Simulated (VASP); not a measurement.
# Ge in VASP: a series of runs

Ge is run at these levels: LDA; tasks: single point.

Program: VASP 6.6.1. These are calculated values, not measurements. Logs are shortened: lines on timing, memory, paths and dates and some standing lists are left out, and cuts for length are marked.

**1. The cell of the first run**

The cell holds a slab with vacuum, 2 atoms: a = 3.958 Å, b = 3.958 Å, c = 28.000 Å, α = 90.00°, β = 90.00°, γ = 120.00°.

**2. Single point, LDA**

INCAR reads:

```
SYSTEM = Ge
PREC     = Accurate       ! precision mode
ENCUT    = 520            ! plane-wave cutoff, eV
EDIFF    = 1E-6           ! SCF threshold, eV
ISMEAR   = 0              ! smearing method
SIGMA    = 0.1            ! smearing width, eV
LREAL    = .FALSE.        ! projectors in reciprocal space
LASPH    = .TRUE.         ! aspherical terms in the spheres
NELM     = 100            ! most SCF steps
ALGO     = Normal         ! electronic algorithm
ISIF     = 2              ! what is computed and relaxed
LWAVE    = .FALSE.        ! write WAVECAR
LCHARG   = .FALSE.        ! write CHGCAR
LDIPOL   = .TRUE.       
IDIPOL   = 3            
DIPOL    = 0.5 0.5 0.500
NBANDS   = 21             ! bands
```

KPOINTS reads:

```
Automatic mesh
0
G
  12 12 1
  0 0 0
```

POSCAR reads:

```
Ge
1.0
    3.9580000000      0.0000000000      0.0000000000
   -1.9790000000      3.4277285482      0.0000000000
    0.0000000000      0.0000000000     28.0000000000
Ge
2
Direct
    0.3333333333      0.6666666667      0.5076607143
    0.6666666667      0.3333333333      0.4923392857
```

Potentials or basis: VASP PAW LDA potentials, release 64 (Ge_d).

Launch:

```
cat potpaw_LDA.64/Ge_d/POTCAR > POTCAR
mpirun -np 1 vasp_std > vasp.out
```

OUTCAR:

```text
SYSTEM = Ge
   PREC = Accurate
   ENCUT = 520
   EDIFF = 1E-6
   ISMEAR = 0
   LREAL = .FALSE.
   LASPH = .TRUE.
   NELM = 100
   ISIF = 2

 ion  position               nearest neighbor table
   1  0.333  0.667  0.508-   2 2.33   2 2.33   2 2.33
   2  0.667  0.333  0.492-   1 2.33   1 2.33   1 2.33

  LATTYP: Found a hexagonal cell.
 ALAT       =     3.9580000000
 C/A-ratio  =     7.0742799394

  Lattice vectors:

 A1 = (   3.9580000000,   0.0000000000,   0.0000000000)
 A2 = (  -1.9790000000,   3.4277285482,   0.0000000000)
 A3 = (   0.0000000000,   0.0000000000,  28.0000000000)

Analysis of symmetry for initial positions (statically):
=====================================================================
 Subroutine PRICEL returns:
 Original cell was already a primitive cell.

 Routine SETGRP: Setting up the symmetry group for a
 hexagonal supercell.

 Subroutine GETGRP returns: Found 12 space group operations
 (whereof 12 operations were pure point group operations)
 out of a pool of 24 trial point group operations.

The static configuration has the point symmetry D_3d.

Analysis of symmetry for dynamics (positions and initial velocities):
=====================================================================
 Subroutine PRICEL returns:
 Original cell was already a primitive cell.

 Routine SETGRP: Setting up the symmetry group for a
 hexagonal supercell.

 Subroutine GETGRP returns: Found 12 space group operations
 (whereof 12 operations were pure point group operations)
 out of a pool of 24 trial point group operations.

The dynamic configuration has the point symmetry D_3d.

 Subroutine INISYM returns: Found 12 space group operations
 (whereof 12 operations are pure point group operations),
 and found     1 'primitive' translations

----------------------------------------------------------------------------------------

                                     Primitive cell

  volume of cell :     379.8746

  direct lattice vectors                    reciprocal lattice vectors
     3.958000000  0.000000000  0.000000000     0.252652855  0.145869194  0.000000000
    -1.979000000  3.427728548  0.000000000     0.000000000  0.291738388  0.000000000
     0.000000000  0.000000000 28.000000000     0.000000000  0.000000000  0.035714286

  length of vectors
     3.958000000  3.958000000 28.000000000     0.291738388  0.291738388  0.035714286

  position of ions in fractional coordinates (direct lattice)
     0.333333333  0.666666667  0.507660714
     0.666666667  0.333333333  0.492339286

  ion indices of the primitive-cell ions
   primitive index   ion index
                 1           1
                 2           2

----------------------------------------------------------------------------------------

 KPOINTS: Automatic mesh

Automatic generation of k-mesh.
 Grid dimensions read from file:
 generate k-points for:   12   12    1

 Generating k-lattice:

  Cartesian coordinates                     Fractional coordinates (reciprocal lattice)
     0.021054405  0.012155766  0.000000000     0.083333333  0.000000000  0.000000000
     0.000000000  0.024311532  0.000000000     0.000000000  0.083333333  0.000000000
     0.000000000  0.000000000  0.035714286     0.000000000  0.000000000  1.000000000

  Length of vectors
     0.024311532  0.024311532  0.035714286

  Shift w.r.t. Gamma in fractional coordinates (k-lattice)
     0.000000000  0.000000000  0.000000000

 Subroutine IBZKPT returns following result:
 ===========================================

 Found     19 irreducible k-points:

 Following reciprocal coordinates:
            Coordinates               Weight
  0.000000  0.000000  0.000000      1.000000
  0.083333  0.000000  0.000000      6.000000
  0.166667 -0.000000  0.000000      6.000000
  0.250000  0.000000  0.000000      6.000000
  0.333333  0.000000  0.000000      6.000000
  0.416667  0.000000  0.000000      6.000000
[... 11 lines left out ...]
  0.333333  0.250000  0.000000     12.000000
  0.333333  0.333333  0.000000      2.000000
   k-points           NKPTS =     19   k-points in BZ     NKDIM =     19   number of bands    NBANDS=     21
   number of dos      NEDOS =    301   number of ions     NIONS =      2
   total plane-waves  NPLWV = 189000
   dimension x,y,z NGX =    30 NGY =   30 NGZ =  210
   dimension x,y,z NGXF=    60 NGYF=   60 NGZF=  420
   ions per type =               2
   NGX,Y,Z   is equivalent  to a cutoff of  12.60, 12.60, 12.47 a.u.
   NGXF,Y,Z  is equivalent  to a cutoff of  25.20, 25.20, 24.94 a.u.
 SYSTEM =  Ge
   PREC   = accura    normal or accurate (medium, high low for compatibility)
   ISTART =      0    job   : 0-new  1-cont  2-samecut
   ICHARG =      2    charge: 1-file 2-atom 10-const
   ISPIN  =      1    spin polarized calculation?
   LNONCOLLINEAR =      F non collinear calculations
   LSORBIT =      F    spin-orbit coupling
   LASPH  =      T    aspherical Exc in radial PAW
   ENCUT  =  520.0 eV  38.22 Ry    6.18 a.u.   7.36  7.36 52.06*2*pi/ulx,y,z
   NELM   =    100;   NELMIN=  2; NELMDL= -5     # of ELM steps
   EDIFF  = 0.1E-05   stopping-criterion for ELM
   LREAL  =      F    real-space projection
   EDIFFG = 0.1E-04   stopping-criterion for IOM
   NSW    =      0    number of steps for IOM
   IBRION =     -1    ionic relax: 0-MD 1-quasi-New 2-CG
   NFREE  =      0    steps in history (QN), initial steepest desc. (CG)
   ISIF   =      2    stress and relaxation
   ISYM   =      2    0-nonsym 1-usesym 2-fastsym
   POTIM  = 0.5000    time-step for ionic-motion
   TEBEG  =    0.0;   TEEND  =   0.0 temperature during run
   PSTRESS=    0.0 pullay stress
   NELECT =      28.0000    total number of electrons
   NUPDOWN=      -1.0000    fix difference up-down
   EMIN   =  10.00;   EMAX   =-10.00  energy-range for DOS
   EFERMI =   0.00;   METHOD = LEGACY
   ISMEAR =     0;   SIGMA  =   0.10  broadening in eV -4-tet -1-fermi 0-gaus
   EFERMI_NEDOS =   21; number of points for ismear=-14 and -15
   IALGO  =     38    algorithm
   IMIX   =      4    mixing-type and parameters
     AMIX     =   0.40;   BMIX     =  1.00
     AMIX_MAG =   1.60;   BMIX_MAG =  1.00
  volume/ion in A,a.u.               =     189.94      1281.76
  Fermi-wavevector in a.u.,A,eV,Ry     =   0.686406  1.297118  6.410419  0.471153
  Thomas-Fermi vector in A             =   1.766625
   LORBIT       =      0    0 simple, 1 ext, 2 COOP (PROOUT), +10 PAW based schemes
   GGA     = CA    functional components
   LHFCALC =     F    Hartree Fock is set to
   AEXX    =    0.0000 exact exchange contribution
   IVDW    =     0    specifies the selected vdW correction
   LEPSILON=     F    determine dielectric tensor
   LRPA    =     F    only Hartree local field effects (RPA)
 non-spin polarized calculation
 Gauss-broadening in eV      SIGMA  =   0.10
  energy-cutoff  :      520.00
  volume of cell :      379.87
 maximum number of plane-waves:     10323
 NGX is ok and might be reduce to    30
   NGX = 15   NGY = 15   NGZ =105

 dipolmoment           0.000000      0.000000      0.000000 electrons x Angstroem

 number of electron      28.0000016 magnetization

 dipolmoment           0.000000      0.000000     -0.000000 electrons x Angstroem

 Free energy of the ion-electron system (eV)
  ---------------------------------------------------
  ext. energy  EPLUGINS =         0.00000000
  ---------------------------------------------------
  free energy    TOTEN  =        -9.09627603 eV

  energy without entropy =       -9.09440113  energy(sigma->0) =       -9.09533858

 E-fermi :  -3.5585     XC(G=0):  -1.7021

 val. band max:       -3.5618713077   @ k =   0.0000   0.0000   0.0000
 cond. band min:      -3.5350798932   @ k =   0.3333   0.3333   0.0000
 fundamental gap:      0.0267914145
 Fermi energy:        -3.5584994288

 k-point     1 :       0.0000    0.0000    0.0000
  band No.  band energies     occupation
      1     -28.5909      2.00000
      2     -28.5909      2.00000
      3     -28.5714      2.00000
      4     -28.5411      2.00000
      5     -28.5411      2.00000
      6     -28.3623      2.00000
[... 13 lines left out ...]
     20       1.1232      0.00000
     21       1.5626      0.00000

 k-point     2 :       0.0833    0.0000    0.0000
  band No.  band energies     occupation
      1     -28.6017      2.00000
      2     -28.6009      2.00000
      3     -28.5745      2.00000
      4     -28.5335      2.00000
      5     -28.5310      2.00000
      6     -28.3616      2.00000
[... 13 lines left out ...]
     20       1.2066      0.00000
     21       1.6119      0.00000

 k-point     3 :       0.1667   -0.0000    0.0000
  band No.  band energies     occupation
      1     -28.6222      2.00000
      2     -28.6200      2.00000
      3     -28.5820      2.00000
      4     -28.5224      2.00000
      5     -28.5119      2.00000
      6     -28.3713      2.00000
[... 13 lines left out ...]
     20       1.3856      0.00000
     21       1.5888      0.00000

 k-point     4 :       0.2500    0.0000    0.0000
  band No.  band energies     occupation
      1     -28.6422      2.00000
      2     -28.6392      2.00000
      3     -28.5904      2.00000
      4     -28.5164      2.00000
      5     -28.4926      2.00000
      6     -28.3892      2.00000
[... 13 lines left out ...]
     20       2.0410      0.00000
     21       2.3477      0.00000

 k-point     5 :       0.3333    0.0000    0.0000
  band No.  band energies     occupation
      1     -28.6580      2.00000
      2     -28.6549      2.00000
      3     -28.5976      2.00000
      4     -28.5155      2.00000
      5     -28.4762      2.00000
      6     -28.4051      2.00000
[... 13 lines left out ...]
     20       2.9437      0.00000
     21       3.1173      0.00000

 k-point     6 :       0.4167    0.0000    0.0000
  band No.  band energies     occupation
      1     -28.6680      2.00000
      2     -28.6651      2.00000
      3     -28.6021      2.00000
      4     -28.5167      2.00000
      5     -28.4651      2.00000
      6     -28.4159      2.00000
[... 13 lines left out ...]
     20       3.5361      0.00000
     21       3.8179      0.00000

 k-point     7 :       0.5000    0.0000    0.0000
  band No.  band energies     occupation
      1     -28.6714      2.00000
      2     -28.6686      2.00000
      3     -28.6037      2.00000
      4     -28.5173      2.00000
      5     -28.4611      2.00000
      6     -28.4198      2.00000
[... 13 lines left out ...]
     20       3.9817      0.00000
     21       4.1210      0.00000
[... 171 lines left out ...]
      1     -28.7051      2.00000
      2     -28.6318      2.00000
      3     -28.6031      2.00000
      4     -28.5164      2.00000
      5     -28.4510      2.00000
      6     -28.4212      2.00000
[... 13 lines left out ...]
     20       3.4361      0.00000
     21       3.6272      0.00000

 k-point    16 :       0.4167    0.1667    0.0000
  band No.  band energies     occupation
      1     -28.7104      2.00000
      2     -28.6313      2.00000
      3     -28.6046      2.00000
      4     -28.5171      2.00000
      5     -28.4474      2.00000
      6     -28.4244      2.00000
[... 13 lines left out ...]
     20       4.2443      0.00000
     21       4.4516      0.00000

 k-point    17 :       0.2500    0.2500    0.0000
  band No.  band energies     occupation
      1     -28.7102      2.00000
      2     -28.6257      2.00000
      3     -28.6029      2.00000
      4     -28.5160      2.00000
      5     -28.4461      2.00000
      6     -28.4225      2.00000
[... 13 lines left out ...]
     20       3.3463      0.00000
     21       3.5390      0.00000

 k-point    18 :       0.3333    0.2500    0.0000
  band No.  band energies     occupation
      1     -28.7212      2.00000
      2     -28.6201      2.00000
      3     -28.6062      2.00000
      4     -28.5169      2.00000
      5     -28.4373      2.00000
      6     -28.4284      2.00000
[... 13 lines left out ...]
     20       3.8284      0.00000
     21       4.1970      0.00000

 k-point    19 :       0.3333    0.3333    0.0000
  band No.  band energies     occupation
      1     -28.7270      2.00000
      2     -28.6115      2.00000
      3     -28.6115      2.00000
      4     -28.5171      2.00000
      5     -28.4313      2.00000
      6     -28.4313      2.00000
[... 13 lines left out ...]
     20       3.5275      0.00000
     21       3.5275      0.00000

------------------------ aborting loop because EDIFF is reached ----------------------------------------

 vacuum level on the upper side and lower side of the slab       (xc-potential included)        -0.007        -0.007

  FORCE on cell =-STRESS in cart. coord.  units (eV):
  Direction    XX          YY          ZZ          XY          YZ          ZX
  --------------------------------------------------------------------------------------
  -------------------------------------------------------------------------------------
  Total        0.5384163      0.5384163      0.1911819      0.0000000     -0.0000000     -0.0000000
  in kB        2.2708507      2.2708507      0.8063378      0.0000000     -0.0000000     -0.0000000
  external PRESSURE =       1.7826797 kB  Pullay stress =       0.0000000 kB

 VOLUME and BASIS-vectors are now :
 -----------------------------------------------------------------------------
  energy-cutoff  :      520.00
  volume of cell :      379.87
      direct lattice vectors                 reciprocal lattice vectors
     3.958000000  0.000000000  0.000000000     0.252652855  0.145869194  0.000000000
    -1.979000000  3.427728548  0.000000000     0.000000000  0.291738388  0.000000000
     0.000000000  0.000000000 28.000000000     0.000000000  0.000000000  0.035714286

 POSITION                                       TOTAL-FORCE (eV/Angst)
 -----------------------------------------------------------------------------------
     -0.00000      2.28515     14.21450         0.000000     -0.000000      0.480866
      1.97900      1.14258     13.78550        -0.000000      0.000000     -0.480866
 -----------------------------------------------------------------------------------
    total drift:                                0.000000      0.000000     -0.000000

  FREE ENERGIE OF THE ION-ELECTRON SYSTEM (eV)
  ---------------------------------------------------
  free  energy   TOTEN  =        -9.0962760333 eV

  energy  without entropy=       -9.0944011287  energy(sigma->0) =       -9.09533858

 vacuum level on the upper side and lower side of the slab         1.108         1.108
```

It took 3.3 min on 1 thread of Intel Xeon Platinum 8375C at 2.90GHz (Ice Lake), shared host; peak memory 0.39 GiB.

Results:

- Free energy: -9.0963 eV
- Largest force: 0.481 eV/Å
- Band gap on the k mesh: zero (band 14 reaches -3.54 eV, above the bottom of band 15 at -3.56 eV)

Forces in eV/Å, atoms in the order of the input:
```
Ge   0.000  0.000  0.481
Ge   0.000  0.000 -0.481
```

**3. Single point, LDA**

INCAR reads:

```
PREC = Accurate
ENCUT = 520
EDIFF = 1E-6
ISMEAR = 0
SIGMA = 0.1
LREAL = F
LASPH = T
NELM = 60
ALGO = Normal
ISIF = 2
LWAVE = F
LCHARG = F
LDIPOL = T
IDIPOL = 3
DIPOL = 0.5 0.5 0.500
NBANDS = 21
```

KPOINTS reads:

```
Automatic mesh
0
Gamma
  12 12 1
```

POSCAR reads:

```
Ge
1.0
    3.9580000000      0.0000000000      0.0000000000
   -1.9790000000      3.4277285482      0.0000000000
    0.0000000000      0.0000000000     28.0000000000
Ge
2
Direct
    0.3333333333      0.6666666667      0.5127500000
    0.6666666667      0.3333333333      0.4872500000
```

Potentials or basis: VASP PAW LDA potentials, release 64 (Ge_d).

Launch:

```
cat potpaw_LDA.64/Ge_d/POTCAR > POTCAR
mpirun -np 1 vasp_std > vasp.out
```

It took 3.2 min on 1 thread of Intel Xeon Platinum 8375C at 2.90GHz (Ice Lake), shared host; peak memory 0.39 GiB.

The run converged. Its results:

| Quantity | Value |
| --- | --- |
| Free energy | -9.1450 eV |
| Largest force | 0.307 eV/Å |
| Band gap on the k mesh | zero (filled and empty bands touch) |

Forces on the atoms (eV/Å):
```
Ge   0.000  0.000 -0.307
Ge   0.000  0.000  0.307
```

Levels at points of the mesh, in eV from the Fermi level:
| k point | band 12 | band 13 | band 14 | band 15 | band 16 | band 17 |
| --- | --- | --- | --- | --- | --- | --- |
| (0.00, 0.00, 0.00) | -3.61 | -0.26 | -0.26 | 0.91 | 2.23 | 4.09 |
| (0.50, 0.00, 0.00) | -7.43 | -1.90 | -1.20 | 0.67 | 1.79 | 5.46 |
